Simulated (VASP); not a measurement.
# Mg (P6_3/mmc) in VASP: a series of runs

Aim: see how the results for Mg move with the level of theory and the settings. Levels: revPBE, BLYP. Tasks: single point.

All numbers are computed with VASP 6.6.1; they aren't measurements. Logs are shortened: lines on timing, memory, paths and dates and some standing lists are left out, and cuts for length are marked.

### Step 1. The cell of the first run

The structure is hexagonal, space group P6_3/mmc (No. 194). The conventional cell has a = 3.195 Å, b = 3.195 Å, c = 5.343 Å, α = 90.00°, β = 90.00°, γ = 120.00°. Mg (site symmetry -6m2) has 12 Mg at 3.20 to 3.25 Å within 4.2 Å.

### Step 2. Single point, revPBE

INCAR reads:

```
SYSTEM = Mg
ALGO = Normal
EDIFF = 1E-6
ENCUT = 520
GGA = RE
ISIF = 2
ISMEAR = -1
LASPH = .TRUE.
LCHARG = .FALSE.
LREAL = .FALSE.
LWAVE = .FALSE.
NBANDS = 9
NELM = 100
PREC = Accurate
SIGMA = 0.05
```

KPOINTS reads:

```
k-points
0
G
  10 10 5
  0 0 0
```

POSCAR reads:

```
Mg
1.0
    3.1950885027      0.0000000000      0.0000000000
   -1.5975442514      2.7670278107      0.0000000000
    0.0000000000      0.0000000000      5.3428775137
Mg
2
Direct
    0.6666666667      0.3333333333      0.7500000000
    0.3333333333      0.6666666667      0.2500000000
```

Potentials or basis: VASP PAW PBE potentials, release 64 (Mg).

On the command line:

```bash
> cat potpaw_PBE.64/Mg/POTCAR > POTCAR
> mpirun -np 1 vasp_std > vasp.out
```

OUTCAR:

```text
SYSTEM = Mg
   EDIFF = 1E-6
   ENCUT = 520
   GGA = RE
   ISIF = 2
   ISMEAR = -1
   LASPH = .TRUE.
   LREAL = .FALSE.
   NELM = 100
   PREC = Accurate

 ion  position               nearest neighbor table
   1  0.667  0.333  0.750-   2 3.25   2 3.25   2 3.25   2 3.25   2 3.25   2 3.25
   2  0.333  0.667  0.250-   1 3.25   1 3.25   1 3.25   1 3.25   1 3.25   1 3.25

  LATTYP: Found a hexagonal cell.
 ALAT       =     3.1950885027
 C/A-ratio  =     1.6722158116

  Lattice vectors:

 A1 = (   3.1950885027,   0.0000000000,   0.0000000000)
 A2 = (  -1.5975442514,   2.7670278107,   0.0000000000)
 A3 = (   0.0000000000,   0.0000000000,   5.3428775137)

Analysis of symmetry for initial positions (statically):
=====================================================================
 Subroutine PRICEL returns:
 Original cell was already a primitive cell.

 Routine SETGRP: Setting up the symmetry group for a
 hexagonal supercell.

 Subroutine GETGRP returns: Found 24 space group operations
 (whereof 12 operations were pure point group operations)
 out of a pool of 24 trial point group operations.

The static configuration has the point symmetry D_3d.
 The point group associated with its full space group is D_6h.

Analysis of symmetry for dynamics (positions and initial velocities):
=====================================================================
 Subroutine PRICEL returns:
 Original cell was already a primitive cell.

 Routine SETGRP: Setting up the symmetry group for a
 hexagonal supercell.

 Subroutine GETGRP returns: Found 24 space group operations
 (whereof 12 operations were pure point group operations)
 out of a pool of 24 trial point group operations.

The dynamic configuration has the point symmetry D_3d.
 The point group associated with its full space group is D_6h.

 Subroutine INISYM returns: Found 24 space group operations
 (whereof 12 operations are pure point group operations),
 and found     1 'primitive' translations

----------------------------------------------------------------------------------------

                                     Primitive cell

  volume of cell :      47.2358

  direct lattice vectors                    reciprocal lattice vectors
     3.195088503  0.000000000  0.000000000     0.312980376  0.180699304  0.000000000
    -1.597544251  2.767027811  0.000000000     0.000000000  0.361398608  0.000000000
     0.000000000  0.000000000  5.342877514     0.000000000  0.000000000  0.187165062

  length of vectors
     3.195088503  3.195088503  5.342877514     0.361398608  0.361398608  0.187165062

  position of ions in fractional coordinates (direct lattice)
[... 87 lines left out ...]
   POTIM  = 0.5000    time-step for ionic-motion
   TEBEG  =    0.0;   TEEND  =   0.0 temperature during run
   PSTRESS=    0.0 pullay stress
   NELECT =       4.0000    total number of electrons
   NUPDOWN=      -1.0000    fix difference up-down
   EMIN   =  10.00;   EMAX   =-10.00  energy-range for DOS
   EFERMI =   0.00;   METHOD = LEGACY
   ISMEAR =    -1;   SIGMA  =   0.05  broadening in eV -4-tet -1-fermi 0-gaus
   EFERMI_NEDOS =   21; number of points for ismear=-14 and -15
   IALGO  =     38    algorithm
   IMIX   =      4    mixing-type and parameters
     AMIX     =   0.40;   BMIX     =  1.00
     AMIX_MAG =   1.60;   BMIX_MAG =  1.00
  volume/ion in A,a.u.               =      23.62       159.38
  Fermi-wavevector in a.u.,A,eV,Ry     =   0.718904  1.358532  7.031805  0.516823
  Thomas-Fermi vector in A             =   1.807962
   LORBIT       =      0    0 simple, 1 ext, 2 COOP (PROOUT), +10 PAW based schemes
   GGA     = RE    functional components
   LHFCALC =     F    Hartree Fock is set to
   AEXX    =    0.0000 exact exchange contribution
   IVDW    =     0    specifies the selected vdW correction
   LEPSILON=     F    determine dielectric tensor
   LRPA    =     F    only Hartree local field effects (RPA)
 non-spin polarized calculation
  energy-cutoff  :      520.00
  volume of cell :       47.24
 maximum number of plane-waves:      1292
 NGX is ok and might be reduce to    24
   NGX = 11   NGY = 11   NGZ = 19

 number of electron       4.0000000 magnetization

 Free energy of the ion-electron system (eV)
  ---------------------------------------------------
  ext. energy  EPLUGINS =         0.00000000
  ---------------------------------------------------
  free energy    TOTEN  =        -2.72069545 eV

  energy without entropy =       -2.71200715  energy(sigma->0) =       -2.71635130

 E-fermi :   2.6220     XC(G=0):  -8.3232

 val. band max:        2.5580592862   @ k =   0.3000   0.3000   0.4000
 cond. band min:       2.6368852425   @ k =   0.4000   0.1000   0.4000
 fundamental gap:      0.0788259563
 Fermi energy:         2.6220470764

 k-point     1 :       0.0000    0.0000    0.0000
  band No.  band energies     occupation
      1      -4.2345      2.00000
      2       0.7741      2.00000
      3       1.0878      2.00000
      4      13.6706      0.00000
      5      13.6706      0.00000
      6      13.8309      0.00000
      7      13.8309      0.00000
      8      14.0067      0.00000
      9      16.0075      0.00000
[... 265 lines left out ...]
 k-point    24 :       0.4000    0.1000    0.2000
  band No.  band energies     occupation
      1       0.0153      2.00000
      2       1.8175      2.00000
      3       3.1376      0.00007
      4       4.8744      0.00000
      5       6.7599      0.00000
      6       7.7725      0.00000
      7       9.1694      0.00000
      8      10.5992      0.00000
      9      13.2071      0.00000

 [... further k-points ...]

------------------------ aborting loop because EDIFF is reached ----------------------------------------

  FORCE on cell =-STRESS in cart. coord.  units (eV):
  Direction    XX          YY          ZZ          XY          YZ          ZX
  --------------------------------------------------------------------------------------
  -------------------------------------------------------------------------------------
  Total       -0.0454220     -0.0454220     -0.0479157      0.0000000      0.0000000      0.0000000
  in kB       -1.5406549     -1.5406549     -1.6252358      0.0000000      0.0000000      0.0000000
  external PRESSURE =      -1.5688485 kB  Pullay stress =       0.0000000 kB

 VOLUME and BASIS-vectors are now :
 -----------------------------------------------------------------------------
  energy-cutoff  :      520.00
  volume of cell :       47.24
      direct lattice vectors                 reciprocal lattice vectors
     3.195088503  0.000000000  0.000000000     0.312980376  0.180699304  0.000000000
    -1.597544251  2.767027811  0.000000000     0.000000000  0.361398608  0.000000000
     0.000000000  0.000000000  5.342877514     0.000000000  0.000000000  0.187165062

 POSITION                                       TOTAL-FORCE (eV/Angst)
 -----------------------------------------------------------------------------------
      1.59754      0.92234      4.00716         0.000000     -0.000000      0.000000
     -0.00000      1.84469      1.33572        -0.000000      0.000000      0.000000
 -----------------------------------------------------------------------------------
    total drift:                                0.000000     -0.000000      0.000000

  FREE ENERGIE OF THE ION-ELECTRON SYSTEM (eV)
  ---------------------------------------------------
  free  energy   TOTEN  =        -2.7206954526 eV

  energy  without entropy=       -2.7120071455  energy(sigma->0) =       -2.71635130
```

OSZICAR:

```text
N       E                     dE             d eps       ncg     rms          rms(c)
DAV:   1     0.250184040289E-01    0.25018E-01   -0.13783E+03   756   0.325E+02
DAV:   2    -0.268829580854E+01   -0.27133E+01   -0.26267E+01   998   0.269E+01
DAV:   3    -0.272658346102E+01   -0.38288E-01   -0.38181E-01  1012   0.260E+00
DAV:   4    -0.272669963749E+01   -0.11618E-03   -0.11617E-03  1023   0.144E-01
DAV:   5    -0.272669998769E+01   -0.35020E-06   -0.35021E-06   912   0.763E-03    0.100E+00
DAV:   6    -0.272571699951E+01    0.98299E-03   -0.86113E-04   884   0.248E-01    0.646E-01
DAV:   7    -0.272067400964E+01    0.50430E-02   -0.27418E-03   812   0.420E-01    0.367E-02
DAV:   8    -0.272069800464E+01   -0.23995E-04   -0.17757E-05  1099   0.248E-02    0.865E-03
DAV:   9    -0.272069571277E+01    0.22919E-05   -0.15494E-06   833   0.642E-03    0.694E-04
DAV:  10    -0.272069545261E+01    0.26016E-06   -0.95552E-09   491   0.628E-04
   1 F= -.27206955E+01 E0= -.27163513E+01  d E =-.868831E-02
```

stdout:

```text
POSCAR found type information on POSCAR Mg
 POSCAR found :  1 types and       2 ions
 scaLAPACK will be used
 -----------------------------------------------------------------------------
|                                                                             |
|                                                                             |
|     You enforced a specific xc type in the INCAR file but a different       |
|     I HOPE YOU KNOW WHAT YOU ARE DOING!                                     |
|                                                                             |
 -----------------------------------------------------------------------------

 LDA part: xc-table for (Slater+PW92), standard interpolation
 POSCAR, INCAR and KPOINTS ok, starting setup
 FFT: planning ... GRIDC
 FFT: planning ... GRID_SOFT
 FFT: planning ... GRID
 WAVECAR not read
 entering main loop
```

It took 30 s on 1 thread of AMD EPYC 7R43 (Zen 3), shared host; peak memory 0.12 GiB.

Results:

- Free energy: -2.7207 eV
- Pressure: -0.2 GPa
- Band gap on the k mesh: zero (band 2 reaches 3.14 eV, above the bottom of band 3 at 1.09 eV)

Levels at points of the mesh, in eV from the Fermi level:
| k point | band 1 | band 2 | band 3 | band 4 | band 5 | band 6 |
| --- | --- | --- | --- | --- | --- | --- |
| (0.00, 0.00, 0.00) | -6.86 | -1.85 | -1.53 | 11.05 | 11.05 | 11.21 |
| (0.50, 0.00, 0.00) | -2.08 | -2.04 | 2.54 | 2.88 | 2.98 | 3.46 |

Caveat: the PAW data sets were made with another functional, which shifts forces and pressure a little.

[end of part 1 of 2]
